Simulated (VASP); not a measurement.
A run of VASP 6.6.1 is set up as follows.

Contents of INCAR:

```
PREC = Accurate ; ENCUT = 520
EDIFF = 1E-7 ; ISMEAR = -1
SIGMA = 0.15 ; LREAL = False
LASPH = True ; NELM = 80
ALGO = Fast ; ISIF = 2
LWAVE = False ; LCHARG = True
GGA = PS ; LELF = True
LVHAR = True ; NBANDS = 12
```

Contents of KPOINTS:

```
Automatic mesh
0
Gamma
  16 16 16
```

File POSCAR:

```
Ta
1.0
   -1.6420237214      1.6420237214      1.6420237214
    1.6420237214     -1.6420237214      1.6420237214
    1.6420237214      1.6420237214     -1.6420237214
Ta
1
Direct
    0.0000000000      0.0000000000      0.0000000000
```

Potentials or basis: VASP PAW PBE potentials, release 64 (Ta_pv).

Command:

```console
$ cat potpaw_PBE.64/Ta_pv/POTCAR > POTCAR
$ mpirun -np 1 vasp_std > vasp.out
```

(1) Predict the pressure.

Answers

(1) 0.2 GPa.

Caveat: the PAW data sets were made with another functional, which shifts forces and pressure a little.
